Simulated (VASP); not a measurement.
# Sc (Fm-3m) in VASP: further runs

Runs on Sc. Level: r2SCAN. Tasks: single point, relaxation of cell and atoms.

All numbers are computed with VASP 6.6.1; they aren't measurements. Logs are shortened: lines on timing, memory, paths and dates and some standing lists are left out, and cuts for length are marked.

### 1 The cell of the first run

Symmetry: Fm-3m, No. 225, cubic system. The conventional cell has a = 4.649 Å, b = 4.649 Å, c = 4.649 Å, α = 90.00°, β = 90.00°, γ = 90.00°. Within 4.3 Å of Sc (site symmetry m-3m) lie 12 Sc at 3.29 Å.

This isn't the form of Sc at room conditions, which is hcp.

### 2 Single point, r2SCAN

POSCAR reads:

```
Sc
1.0
    0.0000000000      2.3245392165      2.3245392165
    2.3245392165      0.0000000000      2.3245392165
    2.3245392165      2.3245392165      0.0000000000
Sc
1
Direct
    0.0000000000      0.0000000000      0.0000000000
```

INCAR.step1 reads:

```
  ALGO = Normal
  EDIFF = 1E-5
  ENCUT = 550
  GGA = PE
  GGA_COMPAT = F
  ISMEAR = 1
  LASPH = T
  LCHARG = F
  LREAL = F
  LWAVE = T
  NBANDS = 12
  NELM = 120
  PREC = Accurate
  SIGMA = 0.05
```

INCAR.step2 reads:

```
  ALGO = Normal
  EDIFF = 1E-6
  ENCUT = 550
  GGA_COMPAT = F
  ISIF = 2
  ISMEAR = 1
  ISTART = 1
  LASPH = T
  LCHARG = F
  LMIXTAU = T
  LREAL = F
  LWAVE = F
  METAGGA = R2SCAN
  NBANDS = 12
  NELM = 120
  PREC = Accurate
  SIGMA = 0.05
```

KPOINTS reads:

```
k-points
0
Gamma
  15 15 15
```

Potentials or basis: VASP PAW PBE potentials, release 64 (Sc_sv).

Started as:

```
> cat potpaw_PBE.64/Sc_sv/POTCAR > POTCAR
> cp INCAR.step1 INCAR
> mpirun -np 1 vasp_std > vasp.out
> cp INCAR.step2 INCAR
> mpirun -np 1 vasp_std > vasp.out
```

OUTCAR:

```text
EDIFF = 1E-6
   ENCUT = 550
   ISIF = 2
   ISMEAR = 1
   ISTART = 1
   LASPH = T
   LREAL = F
   METAGGA = R2SCAN
   NELM = 120
   PREC = Accurate

 ion  position               nearest neighbor table
   1  0.000  0.000  0.000-

  LATTYP: Found a face centered cubic cell.
 ALAT       =     4.6490784330

  Lattice vectors:

 A1 = (   0.0000000000,   2.3245392165,   2.3245392165)
 A2 = (   2.3245392165,   0.0000000000,   2.3245392165)
 A3 = (   2.3245392165,   2.3245392165,   0.0000000000)

Analysis of symmetry for initial positions (statically):
=====================================================================
 Subroutine PRICEL returns:
 Original cell was already a primitive cell.

 Routine SETGRP: Setting up the symmetry group for a
 face centered cubic supercell.

 Subroutine GETGRP returns: Found 48 space group operations
 (whereof 48 operations were pure point group operations)
 out of a pool of 48 trial point group operations.

The static configuration has the point symmetry O_h .

Analysis of symmetry for dynamics (positions and initial velocities):
=====================================================================
 Subroutine PRICEL returns:
 Original cell was already a primitive cell.

 Routine SETGRP: Setting up the symmetry group for a
 face centered cubic supercell.

 Subroutine GETGRP returns: Found 48 space group operations
 (whereof 48 operations were pure point group operations)
 out of a pool of 48 trial point group operations.

The dynamic configuration has the point symmetry O_h .

 Subroutine INISYM returns: Found 48 space group operations
 (whereof 48 operations are pure point group operations),
 and found     1 'primitive' translations

----------------------------------------------------------------------------------------

                                     Primitive cell

  volume of cell :      25.1212

  direct lattice vectors                    reciprocal lattice vectors
     0.000000000  2.324539216  2.324539216    -0.215096393  0.215096393  0.215096393
     2.324539216  0.000000000  2.324539216     0.215096393 -0.215096393  0.215096393
     2.324539216  2.324539216  0.000000000     0.215096393  0.215096393 -0.215096393

  length of vectors
     3.287394886  3.287394886  3.287394886     0.372557881  0.372557881  0.372557881

  position of ions in fractional coordinates (direct lattice)
     0.000000000  0.000000000  0.000000000

  ion indices of the primitive-cell ions
   primitive index   ion index
                 1           1

[... 83 lines left out ...]
   NUPDOWN=      -1.0000    fix difference up-down
   EMIN   =  10.00;   EMAX   =-10.00  energy-range for DOS
   EFERMI =   0.00;   METHOD = LEGACY
   ISMEAR =     1;   SIGMA  =   0.05  broadening in eV -4-tet -1-fermi 0-gaus
   EFERMI_NEDOS =   21; number of points for ismear=-14 and -15
   IALGO  =     38    algorithm
   IMIX   =      4    mixing-type and parameters
     AMIX     =   0.40;   BMIX     =  1.00
     AMIX_MAG =   1.60;   BMIX_MAG =  1.00
  volume/ion in A,a.u.               =      25.12       169.53
  Fermi-wavevector in a.u.,A,eV,Ry     =   1.243156  2.349224 21.026934  1.545436
  Thomas-Fermi vector in A             =   2.377479
   LORBIT       =      0    0 simple, 1 ext, 2 COOP (PROOUT), +10 PAW based schemes
   METAGGA = R2SCAN    functional components
   LHFCALC =     F    Hartree Fock is set to
   AEXX    =    0.0000 exact exchange contribution
   IVDW    =     0    specifies the selected vdW correction
   LEPSILON=     F    determine dielectric tensor
   LRPA    =     F    only Hartree local field effects (RPA)
 non-spin polarized calculation
 Methfessel and Paxton  Order N= 1 SIGMA  =   0.05
  energy-cutoff  :      550.00
  volume of cell :       25.12
 maximum number of plane-waves:       751
 NGX is ok and might be reduce to    28
   NGX = 13   NGY = 13   NGZ = 13

 number of electron      10.9999999 magnetization

 Free energy of the ion-electron system (eV)
  ---------------------------------------------------
  ext. energy  EPLUGINS =         0.00000000
  ---------------------------------------------------
  free energy    TOTEN  =       -11.29594564 eV

  energy without entropy =      -11.29555301  energy(sigma->0) =      -11.29581476

 E-fermi :   3.6553     XC(G=0): -10.5324

 val. band max:        3.6469818979   @ k =  -0.4667   0.2667   0.1333
 cond. band min:       3.6617299443   @ k =  -0.3333   0.4000   0.2000
 fundamental gap:      0.0147480464
 Fermi energy:         3.6552689153

 k-point     1 :       0.0000    0.0000    0.0000
  band No.  band energies     occupation
      1     -47.9498      2.00000
      2     -25.3925      2.00000
      3     -25.3925      2.00000
      4     -25.3925      2.00000
      5      -1.8685      2.00000
      6       5.4323      0.00000
      7       5.4323      0.00000
      8       5.4323      0.00000
      9       6.8581      0.00000
     10       6.8581      0.00000
     11      16.5521      0.00000
     12      20.1736      0.00000
[... 331 lines left out ...]
 k-point    24 :       0.2000    0.1333    0.0000
  band No.  band energies     occupation
      1     -47.9296      2.00000
      2     -25.5022      2.00000
      3     -25.4267      2.00000
      4     -25.4236      2.00000
      5      -0.8646      2.00000
      6       4.6981      0.00000
      7       5.7710      0.00000
      8       5.8254      0.00000
      9       6.2474      0.00000
     10       7.0625      0.00000
     11      16.7518      0.00000
     12      17.4778      0.00000

 [... further k-points ...]

------------------------ aborting loop because EDIFF is reached ----------------------------------------

  FORCE on cell =-STRESS in cart. coord.  units (eV):
  Direction    XX          YY          ZZ          XY          YZ          ZX
  --------------------------------------------------------------------------------------
  -------------------------------------------------------------------------------------
  Total        0.0252120      0.0252120      0.0252120      0.0000000     -0.0000000     -0.0000000
  in kB        1.6079684      1.6079684      1.6079684      0.0000000     -0.0000000     -0.0000000
  external PRESSURE =       1.6079684 kB  Pullay stress =       0.0000000 kB

 VOLUME and BASIS-vectors are now :
 -----------------------------------------------------------------------------
  energy-cutoff  :      550.00
  volume of cell :       25.12
      direct lattice vectors                 reciprocal lattice vectors
     0.000000000  2.324539216  2.324539216    -0.215096393  0.215096393  0.215096393
     2.324539216  0.000000000  2.324539216     0.215096393 -0.215096393  0.215096393
     2.324539216  2.324539216  0.000000000     0.215096393  0.215096393 -0.215096393

 POSITION                                       TOTAL-FORCE (eV/Angst)
 -----------------------------------------------------------------------------------
      0.00000      0.00000      0.00000         0.000000      0.000000      0.000000
 -----------------------------------------------------------------------------------
    total drift:                               -0.000000     -0.000000     -0.000000

  FREE ENERGIE OF THE ION-ELECTRON SYSTEM (eV)
  ---------------------------------------------------
  free  energy   TOTEN  =       -11.2959456363 eV

  energy  without entropy=      -11.2955530117  energy(sigma->0) =      -11.29581476
```

OSZICAR.step1:

```text
N       E                     dE             d eps       ncg     rms          rms(c)
DAV:   1     0.755084279362E+02    0.75508E+02   -0.52663E+03  2880   0.927E+02
DAV:   2    -0.541678401235E+01   -0.80925E+02   -0.79457E+02  2880   0.287E+02
DAV:   3    -0.688677956107E+01   -0.14700E+01   -0.14400E+01  3912   0.510E+01
DAV:   4    -0.691042131576E+01   -0.23642E-01   -0.23627E-01  3512   0.516E+00
DAV:   5    -0.691078324309E+01   -0.36193E-03   -0.36192E-03  3988   0.610E-01    0.524E+00
DAV:   6    -0.628171664222E+01    0.62907E+00   -0.95028E-01  4344   0.139E+01    0.154E+00
DAV:   7    -0.620355241941E+01    0.78164E-01   -0.19188E-01  4536   0.595E+00    0.619E-01
DAV:   8    -0.619999671310E+01    0.35557E-02   -0.22703E-02  4004   0.220E+00    0.237E-01
DAV:   9    -0.619857339541E+01    0.14233E-02   -0.49635E-03  4280   0.978E-01    0.451E-02
DAV:  10    -0.619852917007E+01    0.44225E-04   -0.22357E-04  4468   0.193E-01    0.128E-02
DAV:  11    -0.619852535111E+01    0.38190E-05   -0.10672E-05  2948   0.473E-02
   1 F= -.61985254E+01 E0= -.61983618E+01  d E =-.490678E-03
```

Wall time 1.8 min (1 thread of Intel Xeon Platinum 8488C (Sapphire Rapids), shared host); peak memory 0.18 GiB.

What came out:

- Free energy: -11.2959 eV
- Pressure: 0.2 GPa
- Band gap on the k mesh: zero (an odd number of electrons rules out a gap without spin polarisation)

Caveat: the PAW data sets were made with another functional, which shifts forces and pressure a little.

### 3 Relaxation of cell and atoms, r2SCAN

This run uses another cell than the first one, of 24.97 Å³/atom.

POSCAR reads:

```
Sc
1.0
    0.0000000000      2.3200000000      2.3200000000
    2.3200000000      0.0000000000      2.3200000000
    2.3200000000      2.3200000000      0.0000000000
Sc
1
Direct
    0.0000000000      0.0000000000      0.0000000000
```

INCAR.step1 reads:

```
ALGO     = Normal         # electronic algorithm
EDIFF    = 1E-5           # SCF threshold, eV
EDIFFG   = -0.005         # ionic threshold
ENCUT    = 550            # plane-wave cutoff, eV
GGA      = PE             # functional
GGA_COMPAT= F            
IBRION   = 2              # ionic algorithm
ISIF     = 3              # what is computed and relaxed
ISMEAR   = 1              # smearing method
LASPH    = T              # aspherical terms in the spheres
LCHARG   = F              # write CHGCAR
LREAL    = F              # projectors in reciprocal space
LWAVE    = T              # write WAVECAR
NELM     = 120            # most SCF steps
NELMIN   = 4            
NSW      = 100            # ionic steps
PREC     = Accurate       # precision mode
SIGMA    = 0.05           # smearing width, eV
```

INCAR.step2 reads:

```
ALGO     = Normal         # electronic algorithm
EDIFF    = 1E-7           # SCF threshold, eV
EDIFFG   = -0.03          # ionic threshold
ENCUT    = 550            # plane-wave cutoff, eV
GGA_COMPAT= F            
IBRION   = 2              # ionic algorithm
ISIF     = 3              # what is computed and relaxed
ISMEAR   = 1              # smearing method
ISTART   = 1            
LASPH    = T              # aspherical terms in the spheres
LCHARG   = F              # write CHGCAR
LMIXTAU  = T            
LREAL    = F              # projectors in reciprocal space
LWAVE    = F              # write WAVECAR
METAGGA  = R2SCAN         # meta-GGA
NELM     = 120            # most SCF steps
NELMIN   = 4            
NSW      = 80             # ionic steps
PREC     = Accurate       # precision mode
SIGMA    = 0.05           # smearing width, eV
```

KPOINTS is that of step 2.

Potentials or basis: VASP PAW PBE potentials, release 64 (Sc_sv).

Started as:

```
> cat potpaw_PBE.64/Sc_sv/POTCAR > POTCAR
> cp INCAR.step1 INCAR
> mpirun -np 1 vasp_std > vasp.out
> cp INCAR.step2 INCAR
> mpirun -np 1 vasp_std > vasp.out
```

Wall time 2.7 min (1 thread of Intel Xeon Platinum 8488C (Sapphire Rapids), shared host); peak memory 0.19 GiB.

The run converged. Its results:

- Free energy: -11.2959 eV
- Relaxed volume: 25.24 Å³/atom
- Relaxed cell: a = 3.292 Å, b = 3.292 Å, c = 3.292 Å, α = 60.00°, β = 60.00°, γ = 60.00°
- Space group after relaxing (to 0.1 Å): Fm-3m (No. 225)
- Energy gained by relaxing: 0.3 meV/atom
- Ionic steps: 2
- Pressure after relaxing: -0.1 GPa
- Band gap on the k mesh: zero (an odd number of electrons rules out a gap without spin polarisation)

The path:
```tsv
step	energy change (eV)	largest force (eV/Å)	pressure (GPa)	volume (Å³)
1	0.0000	0.0000	0.46	24.97
2	-0.0003	0.0000	-0.08	25.24
```

Final structure:
```
Sc
1.0
     0.00000    2.32810    2.32810
     2.32810    0.00000    2.32810
     2.32810    2.32810    0.00000
Sc
1
Cartesian
  0.0000 2.3281 2.3281
```

Levels at points of the mesh, in eV from the Fermi level:
```
           k point  band 1  band 2  band 3  band 4  band 5  band 6  band 7  band 8  band 9
(0.00, 0.00, 0.00)  -51.62  -29.06  -29.06  -29.06   -5.51    1.77    1.77    1.77    3.19
```

Caveat: the PAW data sets were made with another functional, which shifts forces and pressure a little.
